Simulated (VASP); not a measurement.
# Li (R-3m) in VASP: notebook, part 2 of 2

VASP 6.6.1. The steps go on from the part before.

**3. Electric field gradients, r2SCAN (shortest bond scaled by 0.76)**

POSCAR

```
Li
1.0
    0.0000000000      2.9332963867      2.9332963867
    2.9332963867      0.0000000000      2.9332963867
    2.9332963867      2.9332963867      0.0000000000
Li
2
Direct
   -0.2150000000     -0.0950000000     -0.0950000000
    0.2150000000      0.0950000000      0.0950000000
```

INCAR.step1

```
PREC = Accurate ; ENCUT = 520
ISMEAR = -1 ; SIGMA = 0.05
LREAL = False ; LASPH = True
NELM = 80 ; NBANDS = 10
GGA = PE ; ALGO = Normal
EDIFF = 1E-4 ; LWAVE = True
LCHARG = False
```

INCAR.step2

```
PREC = Accurate ; ENCUT = 520
EDIFF = 1E-8 ; ISMEAR = -1
SIGMA = 0.05 ; LREAL = False
LASPH = True ; NELM = 80
ALGO = Normal ; ISIF = 2
LWAVE = False ; LCHARG = False
METAGGA = R2SCAN ; LMIXTAU = True
LEFG = True ; NBANDS = 10
ISTART = 1
```

KPOINTS

```
regular mesh
0
Gamma
  9 9 9
```

Potentials or basis: VASP PAW PBE potentials, release 64 (Li_sv).

Run with:

```
$ cat potpaw_PBE.64/Li_sv/POTCAR > POTCAR
$ cp INCAR.step1 INCAR
$ mpirun -np 1 vasp_std > vasp.out
$ cp INCAR.step2 INCAR
$ mpirun -np 1 vasp_std > vasp.out
```

OUTCAR:

```text
PREC = Accurate
   ENCUT = 520
   EDIFF = 1E-8
   ISMEAR = -1
   LREAL = False
   LASPH = True
   NELM = 80
   ISIF = 2
   METAGGA = R2SCAN
   ISTART = 1

 ion  position               nearest neighbor table
   1  0.785  0.905  0.905-   2 1.93
   2  0.215  0.095  0.095-   1 1.93

  LATTYP: Found a face centered cubic cell.
 ALAT       =     5.8665927734

  Lattice vectors:

 A1 = (   0.0000000000,   2.9332963867,   2.9332963867)
 A2 = (   2.9332963867,   0.0000000000,   2.9332963867)
 A3 = (   2.9332963867,   2.9332963867,   0.0000000000)

Analysis of symmetry for initial positions (statically):
[... 523 lines left out ...]
  free  energy   TOTEN  =        -3.3338405122 eV

  energy  without entropy=       -3.3291100399  energy(sigma->0) =       -3.33147528

 Electric field gradients (V/A^2)
---------------------------------------------------------------------
 ion       V_xx      V_yy      V_zz      V_xy      V_xz      V_yz
---------------------------------------------------------------------
   1      -0.001     0.000     0.000    -1.571    -1.571     1.575
   2      -0.001     0.000     0.000    -1.571    -1.571     1.575
---------------------------------------------------------------------

 Electric field gradients after diagonalization (V/A^2)
 (convention: |V_zz| > |V_xx| > |V_yy|)
----------------------------------------------------------------------
 ion       V_xx      V_yy      V_zz     asymmetry (V_yy - V_xx)/ V_zz
----------------------------------------------------------------------
   1      -1.574    -1.570     3.144       0.001
   2      -1.574    -1.570     3.144       0.001
----------------------------------------------------------------------

           NMR quadrupolar parameters

 Cq : quadrupolar parameter    Cq=e*Q*V_zz/h
 eta: asymmetry parameters     (V_yy - V_xx)/ V_zz
 Q  : nuclear electric quadrupole moment in mb (millibarn)
----------------------------------------------------------------------
 ion       Cq(MHz)       eta       Q (mb)
----------------------------------------------------------------------
   1       0.008       0.001       1.000
   2       0.008       0.001       1.000
----------------------------------------------------------------------
```

It took 5.7 min on 1 thread of AMD EPYC 7R43 (Zen 3), shared host; peak memory 0.15 GiB.

What came out:

```yaml
Free_energy: -3.3338 eV
Largest_force: 1.548 eV/Å
Band_gap_on_the_k_mesh: zero (band 3 reaches 0.50 eV, above the bottom of band 4 at -0.08 eV)
```

Forces on the atoms (eV/Å):
```
Li  -0.894  0.894  0.894
Li   0.894 -0.894 -0.894
```

Electric field gradients, principal values (V/Å²):
| atom | least | middle | greatest (by size) |
| --- | --- | --- | --- |
| 1 Li | -1.570 | -1.574 | 3.144 |
| 2 Li | -1.570 | -1.574 | 3.144 |

Caveat: the cell differs from its parent crystal (shortest bond scaled by 0.76); without QUAD_EFG the Cq values of the log hold for a quadrupole moment of 1 mb, not for the nuclei; the PAW data sets were made with another functional, which shifts forces and pressure a little.

**4. Electric field gradients, r2SCAN (shortest bond scaled by 0.58)**

POSCAR

```
Li
1.0
    0.0000000000      2.9332963867      2.9332963867
    2.9332963867      0.0000000000      2.9332963867
    2.9332963867      2.9332963867      0.0000000000
Li
2
Direct
   -0.2825000000     -0.0725000000     -0.0725000000
    0.2825000000      0.0725000000      0.0725000000
```

INCAR.step1

```
ALGO     = Normal         # electronic algorithm
EDIFF    = 1E-4           # SCF threshold, eV
ENCUT    = 520            # plane-wave cutoff, eV
GGA      = PE             # functional
ISMEAR   = -1             # smearing method
LASPH    = True           # aspherical terms in the spheres
LCHARG   = False          # write CHGCAR
LREAL    = False          # projectors in reciprocal space
LWAVE    = True           # write WAVECAR
NBANDS   = 10             # bands
NELM     = 100            # most SCF steps
PREC     = Accurate       # precision mode
SIGMA    = 0.05           # smearing width, eV
```

INCAR.step2

```
ALGO     = Normal         # electronic algorithm
EDIFF    = 1E-8           # SCF threshold, eV
ENCUT    = 520            # plane-wave cutoff, eV
ISIF     = 2              # what is computed and relaxed
ISMEAR   = -1             # smearing method
ISTART   = 1            
LASPH    = True           # aspherical terms in the spheres
LCHARG   = False          # write CHGCAR
LEFG     = True         
LMIXTAU  = True         
LREAL    = False          # projectors in reciprocal space
LWAVE    = False          # write WAVECAR
METAGGA  = R2SCAN         # meta-GGA
NBANDS   = 10             # bands
NELM     = 100            # most SCF steps
PREC     = Accurate       # precision mode
SIGMA    = 0.05           # smearing width, eV
```

KPOINTS

```
k-points
0
Gamma
  9 9 9
```

Potentials or basis: VASP PAW PBE potentials, release 64 (Li_sv).

Run with:

```
$ cat potpaw_PBE.64/Li_sv/POTCAR > POTCAR
$ cp INCAR.step1 INCAR
$ mpirun -np 1 vasp_std > vasp.out
$ cp INCAR.step2 INCAR
$ mpirun -np 1 vasp_std > vasp.out
```

OUTCAR:

```text
EDIFF = 1E-8
   ENCUT = 520
   ISIF = 2
   ISMEAR = -1
   ISTART = 1
   LASPH = True
   LREAL = False
   METAGGA = R2SCAN
   NELM = 100
   PREC = Accurate

 ion  position               nearest neighbor table
   1  0.718  0.928  0.928-   2 1.47
   2  0.282  0.072  0.072-   1 1.47

  LATTYP: Found a face centered cubic cell.
 ALAT       =     5.8665927734

  Lattice vectors:

 A1 = (   0.0000000000,   2.9332963867,   2.9332963867)
 A2 = (   2.9332963867,   0.0000000000,   2.9332963867)
 A3 = (   2.9332963867,   2.9332963867,   0.0000000000)

[... 523 lines left out ...]
  ---------------------------------------------------
  free  energy   TOTEN  =        -2.0788212896 eV

  energy  without entropy=       -2.0747487668  energy(sigma->0) =       -2.07678503

 Electric field gradients (V/A^2)
---------------------------------------------------------------------
 ion       V_xx      V_yy      V_zz      V_xy      V_xz      V_yz
---------------------------------------------------------------------
   1       0.001    -0.001    -0.001    -4.079    -4.079     4.085
   2       0.001    -0.001    -0.001    -4.079    -4.079     4.085
---------------------------------------------------------------------

 Electric field gradients after diagonalization (V/A^2)
 (convention: |V_zz| > |V_xx| > |V_yy|)
----------------------------------------------------------------------
 ion       V_xx      V_yy      V_zz     asymmetry (V_yy - V_xx)/ V_zz
----------------------------------------------------------------------
   1      -4.085    -4.077     8.162       0.001
   2      -4.085    -4.077     8.162       0.001
----------------------------------------------------------------------

           NMR quadrupolar parameters

 Cq : quadrupolar parameter    Cq=e*Q*V_zz/h
 eta: asymmetry parameters     (V_yy - V_xx)/ V_zz
 Q  : nuclear electric quadrupole moment in mb (millibarn)
----------------------------------------------------------------------
 ion       Cq(MHz)       eta       Q (mb)
----------------------------------------------------------------------
   1       0.020       0.001       1.000
   2       0.020       0.001       1.000
----------------------------------------------------------------------
```

Run time: 6.6 min. Hardware: 1 thread of AMD EPYC 7R43 (Zen 3), shared host; peak memory 0.15 GiB.

What came out:

```yaml
Free_energy: -2.0788 eV
Largest_force: 4.250 eV/Å
Band_gap_on_the_k_mesh: zero (band 3 reaches 0.24 eV, above the bottom of band 4 at -0.02 eV)
```

Forces on the atoms (eV/Å):
```
Li  -2.454  2.454  2.454
Li   2.454 -2.454 -2.454
```

Electric field gradients, principal values (V/Å²):
```tsv
atom	least	middle	greatest (by size)
1 Li	-4.077	-4.085	8.162
2 Li	-4.077	-4.085	8.162
```

Caveat: the cell differs from its parent crystal (shortest bond scaled by 0.58); without QUAD_EFG the Cq values of the log hold for a quadrupole moment of 1 mb, not for the nuclei; the PAW data sets were made with another functional, which shifts forces and pressure a little.
